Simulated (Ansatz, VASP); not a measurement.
## Se in VASP and in Ansatz

INCAR

```
SYSTEM = Se
PREC = Accurate ; ENCUT = 520
EDIFF = 1E-7 ; ISMEAR = 0
SIGMA = 0.1 ; LREAL = .False.
LASPH = .True. ; NELM = 80
ALGO = Normal ; ISIF = 2
LWAVE = .False. ; LCHARG = .False.
GGA = PS ; NBANDS = 9
```

File KPOINTS:

```
regular mesh
0
Gamma
  8 8 8
  0 0 0
```

Contents of POSCAR:

```
Se
1.0
   -1.7034486149      1.7034486149      1.7034486149
    1.7034486149     -1.7034486149      1.7034486149
    1.7034486149      1.7034486149     -1.7034486149
Se
1
Direct
    0.0000000000      0.0000000000      0.0000000000
```

Input for Ansatz:

```yaml
crystal:
  lattice:
    - [-1.7034486149, 1.7034486149, 1.7034486149]
    - [1.7034486149, -1.7034486149, 1.7034486149]
    - [1.7034486149, 1.7034486149, -1.7034486149]
  atoms:
    - { symbol: Se, position: [0.0, 0.0, 0.0] }
basis:
  ecutwfc: 420
kpoints:
  mp_grid: { grid: [8, 8, 8] }
hamiltonian:
  xc: pbesol
scf:
  occupations: { method: gaussian, width: 0.1 }
output:
  forces: true
  stress: true
  eigenvalues: true
```

Alike in both runs: task single point; functional PBEsol; k mesh 8 × 8 × 8; occupations gaussian, width 0.1 eV; no spin polarisation.

|  | VASP | Ansatz |
| --- | --- | --- |
| version | VASP 6.6.1 | Ansatz 0.2.0 |
| potentials or method | VASP PAW PBE potentials, release 64 (Se), cutoff 520 eV | scalar-relativistic, plane waves, PAW |
| valence electrons in the cell | 6 | 16 |

VASP gave:

- gap on the k mesh at the Fermi level (eV): none
- pressure (GPa): -2.6

Question: What did Ansatz give for the same quantities?

Answer: gap on the k mesh at the Fermi level (eV): none; pressure (GPa): -2.7.

VASP's potentials were made for PBE, not for PBEsol. A gap of «none» marks a metal or a gap that the smearing closes. VASP's potentials hold 6 valence electrons a cell and Ansatz's 16, so a difference there can come from the potentials and not from the codes.
